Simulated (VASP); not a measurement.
# Si (P6_3/mmc) in VASP: further runs

Si is run at these levels: PBE; tasks: single point.

Program: VASP 6.6.1. These are calculated values, not measurements. Logs are shortened: lines on timing, memory, paths and dates and some standing lists are left out, and cuts for length are marked.

## Step 1: The cell of the first run

The structure is hexagonal, space group P6_3/mmc (No. 194). Conventional cell: a = 3.851 Å, b = 3.851 Å, c = 6.365 Å, α = 90.00°, β = 90.00°, γ = 120.00°. Si (site symmetry 3m) has 4 Si at 2.36 to 2.38 Å within 3.1 Å.

## Step 2: Single point, PBE

INCAR

```
ALGO = Normal
EDIFF = 1E-6
ENCUT = 520
GGA = PE
ISIF = 2
ISMEAR = 0
LASPH = T
LCHARG = T
LELF = T
LREAL = F
LVHAR = T
LWAVE = F
NBANDS = 16
NELM = 60
PREC = Accurate
SIGMA = 0.02
```

KPOINTS

```
k-points
0
Gamma
  12 12 6
```

POSCAR

```
Si
1.0
    3.8510822046      0.0000000000      0.0000000000
   -1.9255411023      3.3351350212      0.0000000000
    0.0000000000      0.0000000000      6.3646810974
Si
4
Direct
    0.3333333333      0.6666666667      0.0629320729
    0.6666666667      0.3333333333      0.5629320729
    0.3333333333      0.6666666667      0.4370679271
    0.6666666667      0.3333333333      0.9370679271
```

Potentials or basis: VASP PAW PBE potentials, release 64 (Si).

The run is started by

```console
> cat potpaw_PBE.64/Si/POTCAR > POTCAR
> mpirun -np 1 vasp_std > vasp.out
```

OUTCAR:

```text
EDIFF = 1E-6
   ENCUT = 520
   GGA = PE
   ISIF = 2
   ISMEAR = 0
   LASPH = T
   LREAL = F
   NELM = 60
   PREC = Accurate

 ion  position               nearest neighbor table
   1  0.333  0.667  0.063-   4 2.36   4 2.36   4 2.36   3 2.38
   2  0.667  0.333  0.563-   3 2.36   3 2.36   3 2.36   4 2.38
   3  0.333  0.667  0.437-   2 2.36   2 2.36   2 2.36   1 2.38
   4  0.667  0.333  0.937-   1 2.36   1 2.36   1 2.36   2 2.38

  LATTYP: Found a hexagonal cell.
 ALAT       =     3.8510822046
 C/A-ratio  =     1.6526993607

  Lattice vectors:

 A1 = (   3.8510822046,   0.0000000000,   0.0000000000)
 A2 = (  -1.9255411023,   3.3351350212,   0.0000000000)
 A3 = (   0.0000000000,   0.0000000000,   6.3646810974)

Analysis of symmetry for initial positions (statically):
=====================================================================
 Subroutine PRICEL returns:
 Original cell was already a primitive cell.

 Routine SETGRP: Setting up the symmetry group for a
 hexagonal supercell.

 Subroutine GETGRP returns: Found 24 space group operations
 (whereof 12 operations were pure point group operations)
 out of a pool of 24 trial point group operations.

The static configuration has the point symmetry D_3d.
 The point group associated with its full space group is D_6h.

Analysis of symmetry for dynamics (positions and initial velocities):
=====================================================================
 Subroutine PRICEL returns:
 Original cell was already a primitive cell.

 Routine SETGRP: Setting up the symmetry group for a
 hexagonal supercell.

 Subroutine GETGRP returns: Found 24 space group operations
 (whereof 12 operations were pure point group operations)
 out of a pool of 24 trial point group operations.

The dynamic configuration has the point symmetry D_3d.
 The point group associated with its full space group is D_6h.

 Subroutine INISYM returns: Found 24 space group operations
 (whereof 12 operations are pure point group operations),
 and found     1 'primitive' translations

----------------------------------------------------------------------------------------

                                     Primitive cell

  volume of cell :      81.7472

  direct lattice vectors                    reciprocal lattice vectors
     3.851082205  0.000000000  0.000000000     0.259667269  0.149918968  0.000000000
    -1.925541102  3.335135021  0.000000000     0.000000000  0.299837936  0.000000000
     0.000000000  0.000000000  6.364681097     0.000000000  0.000000000  0.157117063

  length of vectors
     3.851082205  3.851082205  6.364681097     0.299837936  0.299837936  0.157117063

  position of ions in fractional coordinates (direct lattice)
     0.333333333  0.666666667  0.062932073
     0.666666667  0.333333333  0.562932073
     0.333333333  0.666666667  0.437067927
     0.666666667  0.333333333  0.937067927

  ion indices of the primitive-cell ions
   primitive index   ion index
                 1           1
                 2           2
                 3           3
                 4           4

----------------------------------------------------------------------------------------

 KPOINTS: k-points

Automatic generation of k-mesh.
 Grid dimensions read from file:
 generate k-points for:   12   12    6

 Generating k-lattice:

  Cartesian coordinates                     Fractional coordinates (reciprocal lattice)
     0.021638939  0.012493247  0.000000000     0.083333333  0.000000000  0.000000000
     0.000000000  0.024986495  0.000000000     0.000000000  0.083333333  0.000000000
     0.000000000  0.000000000  0.026186177     0.000000000  0.000000000  0.166666667

  Length of vectors
     0.024986495  0.024986495  0.026186177

  Shift w.r.t. Gamma in fractional coordinates (k-lattice)
     0.000000000  0.000000000  0.000000000

 Subroutine IBZKPT returns following result:
 ===========================================

 Found     76 irreducible k-points:

 Following reciprocal coordinates:
            Coordinates               Weight
  0.000000  0.000000  0.000000      1.000000
  0.083333  0.000000  0.000000      6.000000
  0.166667  0.000000  0.000000      6.000000
  0.250000  0.000000  0.000000      6.000000
  0.333333  0.000000  0.000000      6.000000
  0.416667 -0.000000  0.000000      6.000000
[... 16 lines left out ...]
  0.250000  0.000000  0.166667     12.000000
  0.333333  0.000000  0.166667     12.000000
 [... further k-points ...]
   k-points           NKPTS =     76   k-points in BZ     NKDIM =     76   number of bands    NBANDS=     16
   number of dos      NEDOS =    301   number of ions     NIONS =      4
   total plane-waves  NPLWV =  43200
   dimension x,y,z NGX =    30 NGY =   30 NGZ =   48
   dimension x,y,z NGXF=    60 NGYF=   60 NGZF=   96
   ions per type =               4
   NGX,Y,Z   is equivalent  to a cutoff of  12.95, 12.95, 12.54 a.u.
   NGXF,Y,Z  is equivalent  to a cutoff of  25.90, 25.90, 25.08 a.u.
 SYSTEM =  unknown system
   PREC   = accura    normal or accurate (medium, high low for compatibility)
   ISTART =      0    job   : 0-new  1-cont  2-samecut
   ICHARG =      2    charge: 1-file 2-atom 10-const
   ISPIN  =      1    spin polarized calculation?
   LNONCOLLINEAR =      F non collinear calculations
   LSORBIT =      F    spin-orbit coupling
   LASPH  =      T    aspherical Exc in radial PAW
   ENCUT  =  520.0 eV  38.22 Ry    6.18 a.u.   7.16  7.16 11.83*2*pi/ulx,y,z
   NELM   =     60;   NELMIN=  2; NELMDL= -5     # of ELM steps
   EDIFF  = 0.1E-05   stopping-criterion for ELM
   LREAL  =      F    real-space projection
   EDIFFG = 0.1E-04   stopping-criterion for IOM
   NSW    =      0    number of steps for IOM
   IBRION =     -1    ionic relax: 0-MD 1-quasi-New 2-CG
   NFREE  =      0    steps in history (QN), initial steepest desc. (CG)
   ISIF   =      2    stress and relaxation
   ISYM   =      2    0-nonsym 1-usesym 2-fastsym
   POTIM  = 0.5000    time-step for ionic-motion
   TEBEG  =    0.0;   TEEND  =   0.0 temperature during run
   PSTRESS=    0.0 pullay stress
   NELECT =      16.0000    total number of electrons
   NUPDOWN=      -1.0000    fix difference up-down
   EMIN   =  10.00;   EMAX   =-10.00  energy-range for DOS
   EFERMI =   0.00;   METHOD = LEGACY
   ISMEAR =     0;   SIGMA  =   0.02  broadening in eV -4-tet -1-fermi 0-gaus
   EFERMI_NEDOS =   21; number of points for ismear=-14 and -15
   IALGO  =     38    algorithm
   IMIX   =      4    mixing-type and parameters
     AMIX     =   0.40;   BMIX     =  1.00
     AMIX_MAG =   1.60;   BMIX_MAG =  1.00
  volume/ion in A,a.u.               =      20.44       137.91
  Fermi-wavevector in a.u.,A,eV,Ry     =   0.950511  1.796206 12.292475  0.903471
  Thomas-Fermi vector in A             =   2.078895
   LORBIT       =      0    0 simple, 1 ext, 2 COOP (PROOUT), +10 PAW based schemes
   GGA     = PE    functional components
   LHFCALC =     F    Hartree Fock is set to
   AEXX    =    0.0000 exact exchange contribution
   IVDW    =     0    specifies the selected vdW correction
   LEPSILON=     F    determine dielectric tensor
   LRPA    =     F    only Hartree local field effects (RPA)
 non-spin polarized calculation
 Gauss-broadening in eV      SIGMA  =   0.02
  energy-cutoff  :      520.00
  volume of cell :       81.75
 maximum number of plane-waves:      2220
 NGX is ok and might be reduce to    30
   NGX = 15   NGY = 15   NGZ = 23

 number of electron      16.0000001 magnetization

 Free energy of the ion-electron system (eV)
  ---------------------------------------------------
  ext. energy  EPLUGINS =         0.00000000
  ---------------------------------------------------
  free energy    TOTEN  =       -21.65522220 eV

  energy without entropy =      -21.65522220  energy(sigma->0) =      -21.65522220

 E-fermi :   6.0006     XC(G=0):  -9.3242

 val. band max:        5.8642654056   @ k =   0.0000   0.0000   0.0000
 cond. band min:       6.3171287574   @ k =   0.5000   0.0000   0.0000
 fundamental gap:      0.4528633517
 Fermi energy:         6.0006263853

 k-point     1 :       0.0000    0.0000    0.0000
  band No.  band energies     occupation
      1      -6.2117      2.00000
      2      -3.9671      2.00000
      3      -1.2627      2.00000
      4       4.3718      2.00000
      5       4.3718      2.00000
      6       5.5292      2.00000
[... 8 lines left out ...]
     15      10.0227      0.00000
     16      11.8083      0.00000

 k-point     2 :       0.0833    0.0000    0.0000
  band No.  band energies     occupation
      1      -6.1319      2.00000
      2      -3.8855      2.00000
      3      -1.2216      2.00000
      4       3.6894      2.00000
      5       4.2057      2.00000
      6       5.2369      2.00000
[... 8 lines left out ...]
     15      10.3288      0.00000
     16      11.3081      0.00000

 k-point     3 :       0.1667    0.0000    0.0000
  band No.  band energies     occupation
      1      -5.8946      2.00000
      2      -3.6425      2.00000
      3      -1.1266      2.00000
      4       2.5230      2.00000
      5       3.8362      2.00000
      6       4.0141      2.00000
[... 8 lines left out ...]
     15      11.1366      0.00000
     16      11.4557      0.00000

 k-point     4 :       0.2500    0.0000    0.0000
  band No.  band energies     occupation
      1      -5.5074      2.00000
      2      -3.2444      2.00000
      3      -1.1040      2.00000
      4       1.5169      2.00000
      5       2.7145      2.00000
      6       3.4458      2.00000
[... 8 lines left out ...]
     15      11.9289      0.00000
     16      12.2695      0.00000

 k-point     5 :       0.3333    0.0000    0.0000
  band No.  band energies     occupation
      1      -4.9905      2.00000
      2      -2.7084      2.00000
      3      -1.4309      2.00000
      4       1.0535      2.00000
      5       1.4933      2.00000
      6       3.1302      2.00000
[... 8 lines left out ...]
     15      12.8164      0.00000
     16      12.9610      0.00000

 k-point     6 :       0.4167   -0.0000    0.0000
  band No.  band energies     occupation
      1      -4.4094      2.00000
      2      -2.0954      2.00000
      3      -2.0880      2.00000
      4       0.4570      2.00000
      5       1.1401      2.00000
      6       2.9300      2.00000
[... 8 lines left out ...]
     15      12.3069      0.00000
     16      13.7779      0.00000

 k-point     7 :       0.5000    0.0000    0.0000
  band No.  band energies     occupation
      1      -4.0624      2.00000
      2      -2.4961      2.00000
      3      -1.7180      2.00000
      4      -0.0633      2.00000
      5       1.2840      2.00000
      6       2.8617      2.00000
[... 8 lines left out ...]
     15      12.3260      0.00000
     16      13.9994      0.00000

 k-point     8 :       0.0833    0.0833    0.0000
  band No.  band energies     occupation
      1      -5.9733      2.00000
      2      -3.7232      2.00000
      3      -1.1526      2.00000
      4       2.8844      2.00000
      5       3.8335      2.00000
      6       4.3983      2.00000
[... 8 lines left out ...]
     15      10.8233      0.00000
     16      11.3792      0.00000

 k-point     9 :       0.1667    0.0833    0.0000
  band No.  band energies     occupation
      1      -5.6605      2.00000
      2      -3.4021      2.00000
      3      -1.0840      2.00000
      4       1.9188      2.00000
      5       3.2468      2.00000
      6       3.3067      2.00000
[... 8 lines left out ...]
     15      10.9386      0.00000
     16      11.6167      0.00000
[... 172 lines left out ...]
 k-point    19 :       0.3333    0.3333    0.0000
  band No.  band energies     occupation
      1      -3.1063      2.00000
      2      -3.1063      2.00000
      3      -0.6820      2.00000
      4      -0.6820      2.00000
      5       0.7798      2.00000
      6       2.3543      2.00000
[... 8 lines left out ...]
     15      11.6868      0.00000
     16      11.6868      0.00000

 k-point    20 :       0.0000    0.0000    0.1667
  band No.  band energies     occupation
      1      -6.1231      2.00000
      2      -4.2820      2.00000
      3      -0.7809      2.00000
      4       4.4405      2.00000
      5       4.4405      2.00000
      6       4.6722      2.00000
[... 8 lines left out ...]
     15       9.8214      0.00000
     16      12.0718      0.00000

 k-point    21 :       0.0833    0.0000    0.1667
  band No.  band energies     occupation
      1      -6.0434      2.00000
      2      -4.2020      2.00000
      3      -0.7417      2.00000
      4       3.7669      2.00000
      5       4.2753      2.00000
      6       4.4880      2.00000
[... 8 lines left out ...]
     15      10.1257      0.00000
     16      11.6711      0.00000

 k-point    22 :       0.1667    0.0000    0.1667
  band No.  band energies     occupation
      1      -5.8063      2.00000
      2      -3.9642      2.00000
      3      -0.6572      2.00000
      4       2.6191      2.00000
      5       3.6037      2.00000
      6       3.9074      2.00000
[... 8 lines left out ...]
     15      11.0260      0.00000
     16      11.3821      0.00000

 k-point    23 :       0.2500    0.0000    0.1667
  band No.  band energies     occupation
      1      -5.4198      2.00000
      2      -3.5781      2.00000
      3      -0.6802      2.00000
      4       1.6683      2.00000
      5       2.3885      2.00000
      6       3.5181      2.00000
[... 8 lines left out ...]
     15      11.9453      0.00000
     16      12.1749      0.00000

 k-point    24 :       0.3333    0.0000    0.1667
  band No.  band energies     occupation
      1      -4.9042      2.00000
      2      -3.0736      2.00000
      3      -1.0999      2.00000
      4       1.1846      2.00000
      5       1.3417      2.00000
      6       3.2032      2.00000
[... 8 lines left out ...]
     15      12.9705      0.00000
     16      12.9900      0.00000

 [... further k-points ...]
[... 5 lines left out ...]
  --------------------------------------------------------------------------------------
  -------------------------------------------------------------------------------------
  Total       -0.0274262     -0.0274262     -0.0262647      0.0000000      0.0000000      0.0000000
  in kB       -0.5375304     -0.5375304     -0.5147668      0.0000000      0.0000000      0.0000000
  external PRESSURE =      -0.5299425 kB  Pullay stress =       0.0000000 kB

 VOLUME and BASIS-vectors are now :
 -----------------------------------------------------------------------------
  energy-cutoff  :      520.00
  volume of cell :       81.75
      direct lattice vectors                 reciprocal lattice vectors
     3.851082205  0.000000000  0.000000000     0.259667269  0.149918968  0.000000000
    -1.925541102  3.335135021  0.000000000     0.000000000  0.299837936  0.000000000
     0.000000000  0.000000000  6.364681097     0.000000000  0.000000000  0.157117063

 POSITION                                       TOTAL-FORCE (eV/Angst)
 -----------------------------------------------------------------------------------
     -0.00000      2.22342      0.40054        -0.000000      0.000000      0.000152
      1.92554      1.11171      3.58288         0.000000      0.000000      0.000152
     -0.00000      2.22342      2.78180        -0.000000      0.000000     -0.000152
      1.92554      1.11171      5.96414         0.000000      0.000000     -0.000152
 -----------------------------------------------------------------------------------
    total drift:                               -0.000000      0.000000     -0.000000

  FREE ENERGIE OF THE ION-ELECTRON SYSTEM (eV)
  ---------------------------------------------------
  free  energy   TOTEN  =       -21.6552221966 eV

  energy  without entropy=      -21.6552221966  energy(sigma->0) =      -21.65522220
```

Wall time 1.9 min (1 thread of AMD EPYC 7R43 (Zen 3), shared host); peak memory 0.18 GiB.

Results:

| Property | Result |
| --- | --- |
| Free energy | -21.6552 eV |
| Pressure | -0.1 GPa |
| Band gap on the k mesh | 0.45 eV, indirect (least direct gap 0.99 eV) |

A k mesh can miss the band edges.

## Step 3: Single point, PBE

INCAR is that of step 2.

KPOINTS is that of step 2.

POSCAR

```
Si
1.0
    3.8510821935      0.0000000000      0.0000000000
   -1.9255410968      3.3351350116      0.0000000000
    0.0000000000      0.0000000000      6.3646811531
Si
4
Direct
    0.3333333333      0.6666666667      0.0629320738
    0.6666666667      0.3333333333      0.5629320738
    0.3333333333      0.6666666667      0.4370679262
    0.6666666667      0.3333333333      0.9370679262
```

Potentials or basis: VASP PAW PBE potentials, release 64 (Si).

The run is started by

```console
> cat potpaw_PBE.64/Si/POTCAR > POTCAR
> mpirun -np 1 vasp_std > vasp.out
```

Wall time 48 s (1 thread of Intel Xeon Platinum 8559C (Emerald Rapids), shared host); peak memory 0.22 GiB.

Results (log left out):

| Item | Value |
| --- | --- |
| Free energy | -21.6552 eV |
| Pressure | -0.1 GPa |
| Band gap on the k mesh | 0.45 eV, indirect (least direct gap 0.99 eV) |

Levels at points of the mesh, in eV from the valence-band top:
```tsv
k point	band 6	band 7	band 8	band 9	band 10	band 11
(0.00, 0.00, 0.00)	-0.34	0.00	0.00	0.99	2.02	2.02
(0.50, 0.00, 0.00)	-3.00	-2.92	-1.42	0.45	2.33	3.02
(0.00, 0.00, 0.50)	-0.91	-0.91	-0.91	1.77	1.77	2.99
(0.50, 0.00, 0.50)	-2.41	-2.38	-2.38	0.92	0.92	1.70
```

A k mesh can miss the band edges. PBE gaps usually lie below the measured ones, often by a third to a half.
